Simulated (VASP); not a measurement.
# HgTe (Fm-3m) in VASP: further runs

HgTe is run at these levels: PBE+D3(BJ); tasks: single point.

All numbers are computed with VASP 6.6.1; they aren't measurements. Logs are shortened: lines on timing, memory, paths and dates and some standing lists are left out, and cuts for length are marked.

## 1. The cell of the first run

The structure is cubic, space group Fm-3m (No. 225). The conventional cell has a = 6.099 Å, b = 6.099 Å, c = 6.099 Å, α = 90.00°, β = 90.00°, γ = 90.00°. Within 4.0 Å of Hg (site symmetry m-3m) lie 6 Te at 3.05 Å. Te (site symmetry m-3m) has 6 Hg at 3.05 Å within 4.0 Å.

## 2. Single point, PBE+D3(BJ) (volume scaled by 1.03)

INCAR

```
SYSTEM = HgTe
ALGO = Normal
EDIFF = 1E-6
ENCUT = 520
GGA = PE
ISIF = 2
ISMEAR = 0
IVDW = 12
LASPH = .True.
LCHARG = .False.
LREAL = .False.
LWAVE = .False.
NBANDS = 16
NELM = 80
PREC = Accurate
SIGMA = 0.1
```

KPOINTS

```
k-points
0
Gamma
  12 12 12
  0 0 0
```

POSCAR

```
HgTe
1.0
    0.0000000000      3.0497439883      3.0497439883
    3.0497439883      0.0000000000      3.0497439883
    3.0497439883      3.0497439883      0.0000000000
Hg Te
1 1
Direct
    0.0000000000      0.0000000000      0.0000000000
    0.5000000000      0.5000000000      0.5000000000
```

Potentials or basis: VASP PAW PBE potentials, release 64 (Hg, Te).

Launch:

```
cat potpaw_PBE.64/Hg/POTCAR potpaw_PBE.64/Te/POTCAR > POTCAR
mpirun -np 1 vasp_std > vasp.out
```

OUTCAR:

```text
SYSTEM = HgTe
   EDIFF = 1E-6
   ENCUT = 520
   GGA = PE
   ISIF = 2
   ISMEAR = 0
   IVDW = 12
   LASPH = .True.
   LREAL = .False.
   NELM = 80
   PREC = Accurate
 IVDW          = 12

 ion  position               nearest neighbor table
   1  0.000  0.000  0.000-   2 3.05   2 3.05   2 3.05   2 3.05   2 3.05   2 3.05
   2  0.500  0.500  0.500-   1 3.05   1 3.05   1 3.05   1 3.05   1 3.05   1 3.05

  LATTYP: Found a face centered cubic cell.
 ALAT       =     6.0994879766

  Lattice vectors:

 A1 = (   0.0000000000,   3.0497439883,   3.0497439883)
 A2 = (   3.0497439883,   0.0000000000,   3.0497439883)
 A3 = (   3.0497439883,   3.0497439883,   0.0000000000)

Analysis of symmetry for initial positions (statically):
=====================================================================
 Subroutine PRICEL returns:
 Original cell was already a primitive cell.

 Routine SETGRP: Setting up the symmetry group for a
 face centered cubic supercell.

 Subroutine GETGRP returns: Found 48 space group operations
 (whereof 48 operations were pure point group operations)
 out of a pool of 48 trial point group operations.

The static configuration has the point symmetry O_h .

Analysis of symmetry for dynamics (positions and initial velocities):
=====================================================================
 Subroutine PRICEL returns:
 Original cell was already a primitive cell.

 Routine SETGRP: Setting up the symmetry group for a
 face centered cubic supercell.

 Subroutine GETGRP returns: Found 48 space group operations
 (whereof 48 operations were pure point group operations)
 out of a pool of 48 trial point group operations.

The dynamic configuration has the point symmetry O_h .

 Subroutine INISYM returns: Found 48 space group operations
 (whereof 48 operations are pure point group operations),
 and found     1 'primitive' translations

----------------------------------------------------------------------------------------

                                     Primitive cell

  volume of cell :      56.7310

  direct lattice vectors                    reciprocal lattice vectors
     0.000000000  3.049743988  3.049743988    -0.163948188  0.163948188  0.163948188
     3.049743988  0.000000000  3.049743988     0.163948188 -0.163948188  0.163948188
     3.049743988  3.049743988  0.000000000     0.163948188  0.163948188 -0.163948188

  length of vectors
     4.312989310  4.312989310  4.312989310     0.283966591  0.283966591  0.283966591

  position of ions in fractional coordinates (direct lattice)
     0.000000000  0.000000000  0.000000000
     0.500000000  0.500000000  0.500000000

  ion indices of the primitive-cell ions
   primitive index   ion index
                 1           1
                 2           2

----------------------------------------------------------------------------------------

 KPOINTS: k-points

Automatic generation of k-mesh.
 Grid dimensions read from file:
 generate k-points for:   12   12   12

 Generating k-lattice:

  Cartesian coordinates                     Fractional coordinates (reciprocal lattice)
    -0.013662349  0.013662349  0.013662349     0.083333333  0.000000000  0.000000000
     0.013662349 -0.013662349  0.013662349     0.000000000  0.083333333  0.000000000
     0.013662349  0.013662349 -0.013662349     0.000000000  0.000000000  0.083333333

  Length of vectors
     0.023663883  0.023663883  0.023663883

  Shift w.r.t. Gamma in fractional coordinates (k-lattice)
     0.000000000  0.000000000  0.000000000

 Subroutine IBZKPT returns following result:
 ===========================================

 Found     72 irreducible k-points:

 Following reciprocal coordinates:
            Coordinates               Weight
  0.000000  0.000000  0.000000      1.000000
  0.083333  0.000000  0.000000      8.000000
  0.166667  0.000000  0.000000      8.000000
  0.250000  0.000000  0.000000      8.000000
  0.333333  0.000000  0.000000      8.000000
  0.416667  0.000000  0.000000      8.000000
[... 16 lines left out ...]
  0.500000  0.166667  0.000000     24.000000
 -0.416667  0.166667  0.000000     24.000000
 [... further k-points ...]
   k-points           NKPTS =     72   k-points in BZ     NKDIM =     72   number of bands    NBANDS=     16
   number of dos      NEDOS =    301   number of ions     NIONS =      2
   total plane-waves  NPLWV =  32768
   dimension x,y,z NGX =    32 NGY =   32 NGZ =   32
   dimension x,y,z NGXF=    64 NGYF=   64 NGZF=   64
   ions per type =               1   1
   NGX,Y,Z   is equivalent  to a cutoff of  12.33, 12.33, 12.33 a.u.
   NGXF,Y,Z  is equivalent  to a cutoff of  24.67, 24.67, 24.67 a.u.
 SYSTEM =  HgTe
   PREC   = accura    normal or accurate (medium, high low for compatibility)
   ISTART =      0    job   : 0-new  1-cont  2-samecut
   ICHARG =      2    charge: 1-file 2-atom 10-const
   ISPIN  =      1    spin polarized calculation?
   LNONCOLLINEAR =      F non collinear calculations
   LSORBIT =      F    spin-orbit coupling
   LASPH  =      T    aspherical Exc in radial PAW
   ENCUT  =  520.0 eV  38.22 Ry    6.18 a.u.   8.02  8.02  8.02*2*pi/ulx,y,z
   NELM   =     80;   NELMIN=  2; NELMDL= -5     # of ELM steps
   EDIFF  = 0.1E-05   stopping-criterion for ELM
   LREAL  =      F    real-space projection
   EDIFFG = 0.1E-04   stopping-criterion for IOM
   NSW    =      0    number of steps for IOM
   IBRION =     -1    ionic relax: 0-MD 1-quasi-New 2-CG
   NFREE  =      0    steps in history (QN), initial steepest desc. (CG)
   ISIF   =      2    stress and relaxation
   ISYM   =      2    0-nonsym 1-usesym 2-fastsym
   POTIM  = 0.5000    time-step for ionic-motion
   TEBEG  =    0.0;   TEEND  =   0.0 temperature during run
   PSTRESS=    0.0 pullay stress
   NELECT =      18.0000    total number of electrons
   NUPDOWN=      -1.0000    fix difference up-down
   EMIN   =  10.00;   EMAX   =-10.00  energy-range for DOS
   EFERMI =   0.00;   METHOD = LEGACY
   ISMEAR =     0;   SIGMA  =   0.10  broadening in eV -4-tet -1-fermi 0-gaus
   EFERMI_NEDOS =   21; number of points for ismear=-14 and -15
   IALGO  =     38    algorithm
   IMIX   =      4    mixing-type and parameters
     AMIX     =   0.40;   BMIX     =  1.00
     AMIX_MAG =   1.60;   BMIX_MAG =  1.00
  volume/ion in A,a.u.               =      28.37       191.42
  Fermi-wavevector in a.u.,A,eV,Ry     =   1.116586  2.110042 16.963266  1.246765
  Thomas-Fermi vector in A             =   2.253202
   LORBIT       =      0    0 simple, 1 ext, 2 COOP (PROOUT), +10 PAW based schemes
   GGA     = PE    functional components
   LHFCALC =     F    Hartree Fock is set to
   AEXX    =    0.0000 exact exchange contribution
   IVDW    =    12    specifies the selected vdW correction
   LEPSILON=     F    determine dielectric tensor
   LRPA    =     F    only Hartree local field effects (RPA)
 non-spin polarized calculation
 Gauss-broadening in eV      SIGMA  =   0.10
  energy-cutoff  :      520.00
  volume of cell :       56.73
 maximum number of plane-waves:      1546
   NGX = 17   NGY = 17   NGZ = 17

 number of electron      18.0000003 magnetization

 Free energy of the ion-electron system (eV)
  ---------------------------------------------------
  ext. energy  EPLUGINS =         0.00000000
  ---------------------------------------------------
  free energy    TOTEN  =        -3.34022490 eV

  energy without entropy =       -3.33497377  energy(sigma->0) =       -3.33759934

 E-fermi :   4.3672     XC(G=0):  -9.8741

 val. band max:        4.3025044883   @ k =  -0.1667   0.2500   0.0833
 cond. band min:       4.3798341843   @ k =   0.3333   0.0000   0.0000
 fundamental gap:      0.0773296960
 Fermi energy:         4.3671997588

 k-point     1 :       0.0000    0.0000    0.0000
  band No.  band energies     occupation
      1      -7.6341      2.00000
      2      -2.3134      2.00000
      3      -2.3134      2.00000
      4      -2.2549      2.00000
      5      -2.2549      2.00000
      6      -2.2549      2.00000
[... 8 lines left out ...]
     15      12.1700      0.00000
     16      12.1700      0.00000

 k-point     2 :       0.0833    0.0000    0.0000
  band No.  band energies     occupation
      1      -7.5736      2.00000
      2      -2.3357      2.00000
      3      -2.3357      2.00000
      4      -2.2625      2.00000
      5      -2.2466      2.00000
      6      -2.2466      2.00000
[... 8 lines left out ...]
     15      12.3415      0.00000
     16      12.3415      0.00000

 k-point     3 :       0.1667    0.0000    0.0000
  band No.  band energies     occupation
      1      -7.3980      2.00000
      2      -2.4006      2.00000
      3      -2.4006      2.00000
      4      -2.2894      2.00000
      5      -2.2179      2.00000
      6      -2.2179      2.00000
[... 8 lines left out ...]
     15      12.6872      0.00000
     16      12.6872      0.00000

 k-point     4 :       0.2500    0.0000    0.0000
  band No.  band energies     occupation
      1      -7.1283      2.00000
      2      -2.4880      2.00000
      3      -2.4880      2.00000
      4      -2.3504      2.00000
      5      -2.1757      2.00000
      6      -2.1757      2.00000
[... 8 lines left out ...]
     15      13.2374      0.00000
     16      13.2374      0.00000
[... 324 lines left out ...]
 k-point    22 :       0.4167    0.1667    0.0000
  band No.  band energies     occupation
      1      -6.6585      2.00000
      2      -2.5905      2.00000
      3      -2.4799      2.00000
      4      -2.3920      2.00000
      5      -2.1214      2.00000
      6      -2.0865      2.00000
[... 8 lines left out ...]
     15      15.3313      0.00000
     16      15.5956      0.00000

 k-point    23 :       0.5000    0.1667    0.0000
  band No.  band energies     occupation
      1      -6.4686      2.00000
      2      -2.5563      2.00000
      3      -2.5541      2.00000
      4      -2.4661      2.00000
      5      -2.0864      2.00000
      6      -2.0742      2.00000
[... 8 lines left out ...]
     15      15.5161      0.00000
     16      15.9303      0.00000

 k-point    24 :      -0.4167    0.1667    0.0000
  band No.  band energies     occupation
      1      -6.4281      2.00000
      2      -2.6158      2.00000
      3      -2.6055      2.00000
      4      -2.4212      2.00000
      5      -2.0865      2.00000
      6      -2.0653      2.00000
[... 8 lines left out ...]
     15      14.5883      0.00000
     16      15.0998      0.00000

 [... further k-points ...]

------------------------ aborting loop because EDIFF is reached ----------------------------------------

 Edisp (eV)   -0.88439

 E8    (eV) :    -0.4058

  FORCE on cell =-STRESS in cart. coord.  units (eV):
  Direction    XX          YY          ZZ          XY          YZ          ZX
  --------------------------------------------------------------------------------------
  -------------------------------------------------------------------------------------
  Total      -0.49769    -0.49769    -0.49769     0.00000    -0.00000     0.00000
  in kB     -14.05559   -14.05559   -14.05559     0.00000    -0.00000     0.00000
  external pressure =      -14.06 kB  Pullay stress =        0.00 kB

 VOLUME and BASIS-vectors are now :
 -----------------------------------------------------------------------------
  energy-cutoff  :      520.00
  volume of cell :       56.73
      direct lattice vectors                 reciprocal lattice vectors
     0.000000000  3.049743988  3.049743988    -0.163948188  0.163948188  0.163948188
     3.049743988  0.000000000  3.049743988     0.163948188 -0.163948188  0.163948188
     3.049743988  3.049743988  0.000000000     0.163948188  0.163948188 -0.163948188

 POSITION                                       TOTAL-FORCE (eV/Angst)
 -----------------------------------------------------------------------------------
      0.00000      0.00000      0.00000         0.000000      0.000000     -0.000000
      3.04974      3.04974      3.04974        -0.000000     -0.000000      0.000000
 -----------------------------------------------------------------------------------
    total drift:                                0.000000     -0.000000     -0.000000

  FREE ENERGIE OF THE ION-ELECTRON SYSTEM (eV)
  ---------------------------------------------------
  free  energy   TOTEN  =        -4.2246110452 eV

  energy  without entropy=       -4.2193599139  energy(sigma->0) =       -4.22198548
```

It took 18 s on 1 thread of Intel Xeon 6975P-C (Granite Rapids), shared host; peak memory 0.23 GiB.

Results:

```
Free energy                : -4.2246 eV
Pressure                   : -1.4 GPa
Band gap on the k mesh     : zero (band 9 reaches 4.67 eV, above the bottom of band 10 at 2.13 eV)
Dispersion energy per atom : -0.442 eV
```

Levels at points of the mesh, in eV from the Fermi level:
```csv
k point,band 5,band 6,band 7,band 8,band 9,band 10,band 11,band 12,band 13,band 14
"(0.00, 0.00, 0.00)",-6.62,-6.62,-0.93,-0.67,-0.67,-0.67,7.66,7.66,7.66,7.80
"(0.50, 0.00, 0.00)",-6.46,-6.46,-5.48,0.30,0.30,2.67,3.71,3.99,3.99,10.40
"(0.50, 0.50, 0.00)",-6.38,-5.80,-4.23,-2.72,-2.23,-2.23,4.88,9.19,9.19,9.70
```

Caveat: spin-orbit coupling is left out, which moves the levels of the heavy elements; pairwise dispersion overbinds metals, which lowers pressure and volume.

## 3. Single point, PBE+D3(BJ) (volume scaled by 1.06)

INCAR

```
SYSTEM = HgTe
PREC     = Accurate       ! precision mode
ENCUT    = 520            ! plane-wave cutoff, eV
EDIFF    = 1E-6           ! SCF threshold, eV
ISMEAR   = 0              ! smearing method
SIGMA    = 0.1            ! smearing width, eV
LREAL    = .False.        ! projectors in reciprocal space
LASPH    = .True.         ! aspherical terms in the spheres
NELM     = 100            ! most SCF steps
ALGO     = Normal         ! electronic algorithm
ISIF     = 2              ! what is computed and relaxed
LWAVE    = .False.        ! write WAVECAR
LCHARG   = .True.         ! write CHGCAR
GGA      = PE             ! functional
IVDW     = 12             ! dispersion correction
LELF     = .True.         ! ELF
LVHAR    = .True.       
NBANDS   = 16             ! bands
```

KPOINTS

```
regular mesh
0
Gamma
  12 12 12
  0 0 0
```

POSCAR

```
HgTe
1.0
    0.0000000000      3.0790702488      3.0790702488
    3.0790702488      0.0000000000      3.0790702488
    3.0790702488      3.0790702488      0.0000000000
Hg Te
1 1
Direct
    0.0000000000      0.0000000000      0.0000000000
    0.5000000000      0.5000000000      0.5000000000
```

Potentials or basis: VASP PAW PBE potentials, release 64 (Hg, Te).

Launch:

```
cat potpaw_PBE.64/Hg/POTCAR potpaw_PBE.64/Te/POTCAR > POTCAR
mpirun -np 1 vasp_std > vasp.out
```

OUTCAR:

```text
SYSTEM = HgTe
   PREC = Accurate
   ENCUT = 520
   EDIFF = 1E-6
   ISMEAR = 0
   LREAL = .False.
   LASPH = .True.
   NELM = 100
   ISIF = 2
   GGA = PE
   IVDW = 12
 IVDW          = 12

 ion  position               nearest neighbor table
   1  0.000  0.000  0.000-   2 3.08   2 3.08   2 3.08   2 3.08   2 3.08   2 3.08
   2  0.500  0.500  0.500-   1 3.08   1 3.08   1 3.08   1 3.08   1 3.08   1 3.08

  LATTYP: Found a face centered cubic cell.
 ALAT       =     6.1581404976

  Lattice vectors:

 A1 = (   0.0000000000,   3.0790702488,   3.0790702488)
 A2 = (   3.0790702488,   0.0000000000,   3.0790702488)
 A3 = (   3.0790702488,   3.0790702488,   0.0000000000)

[... 640 lines left out ...]

 Edisp (eV)   -0.85848

 E8    (eV) :    -0.3939

  FORCE on cell =-STRESS in cart. coord.  units (eV):
  Direction    XX          YY          ZZ          XY          YZ          ZX
  --------------------------------------------------------------------------------------
  -------------------------------------------------------------------------------------
  Total      -0.97513    -0.97513    -0.97513    -0.00000    -0.00000     0.00000
  in kB     -26.76000   -26.76000   -26.76000    -0.00000    -0.00000     0.00000
  external pressure =      -26.76 kB  Pullay stress =        0.00 kB

 VOLUME and BASIS-vectors are now :
 -----------------------------------------------------------------------------
  energy-cutoff  :      520.00
  volume of cell :       58.38
      direct lattice vectors                 reciprocal lattice vectors
     0.000000000  3.079070249  3.079070249    -0.162386682  0.162386682  0.162386682
     3.079070249  0.000000000  3.079070249     0.162386682 -0.162386682  0.162386682
     3.079070249  3.079070249  0.000000000     0.162386682  0.162386682 -0.162386682

 POSITION                                       TOTAL-FORCE (eV/Angst)
 -----------------------------------------------------------------------------------
      0.00000      0.00000      0.00000         0.000000     -0.000000      0.000000
      3.07907      3.07907      3.07907        -0.000000      0.000000     -0.000000
 -----------------------------------------------------------------------------------
    total drift:                                0.000000     -0.000000     -0.000000

  FREE ENERGIE OF THE ION-ELECTRON SYSTEM (eV)
  ---------------------------------------------------
  free  energy   TOTEN  =        -4.2037619801 eV

  energy  without entropy=       -4.1983846702  energy(sigma->0) =       -4.20107333
```

OSZICAR:

```text
N       E                     dE             d eps       ncg     rms          rms(c)
DAV:   1     0.105149558972E+03    0.10515E+03   -0.82561E+03  2304   0.991E+02
DAV:   2    -0.153089762168E+00   -0.10530E+03   -0.97867E+02  2720   0.231E+02
DAV:   3    -0.352035925866E+01   -0.33673E+01   -0.33588E+01  2840   0.426E+01
DAV:   4    -0.354430009795E+01   -0.23941E-01   -0.23939E-01  3192   0.339E+00
DAV:   5    -0.354454615026E+01   -0.24605E-03   -0.24605E-03  2920   0.265E-01    0.666E+00
DAV:   6    -0.334944193469E+01    0.19510E+00   -0.39613E-01  2696   0.785E+00    0.530E+00
DAV:   7    -0.334577346685E+01    0.36685E-02   -0.62390E-02  2704   0.170E+00    0.206E+00
DAV:   8    -0.334525818922E+01    0.51528E-03   -0.52100E-03  2640   0.797E-01    0.423E-01
DAV:   9    -0.334525396352E+01    0.42257E-05   -0.47702E-04  2984   0.216E-01    0.493E-02
DAV:  10    -0.334527265770E+01   -0.18694E-04   -0.50536E-05  2808   0.588E-02    0.330E-02
DAV:  11    -0.334527932919E+01   -0.66715E-05   -0.95031E-06  2864   0.211E-02    0.133E-02
DAV:  12    -0.334527918512E+01    0.14407E-06   -0.96825E-07  1960   0.664E-03
   1 F= -.42037620E+01 E0= -.42010733E+01  d E =-.537731E-02
```

stdout:

```text
POSCAR found type information on POSCAR HgTe
 POSCAR found :  2 types and       2 ions
 scaLAPACK will be used
 LDA part: xc-table for (Slater+PW92), standard interpolation
 POSCAR, INCAR and KPOINTS ok, starting setup
 FFT: planning ... GRIDC
 FFT: planning ... GRID_SOFT
 FFT: planning ... GRID
 WAVECAR not read
 entering main loop
```

Wall time 22 s (1 thread of Intel Xeon 6975P-C (Granite Rapids), shared host); peak memory 0.22 GiB.

Results:

```
Free energy                : -4.2038 eV
Pressure                   : -2.7 GPa
Band gap on the k mesh     : zero (band 9 reaches 4.33 eV, above the bottom of band 10 at 1.93 eV)
Dispersion energy per atom : -0.429 eV
```

Caveat: spin-orbit coupling is left out, which moves the levels of the heavy elements; pairwise dispersion overbinds metals, which lowers pressure and volume.
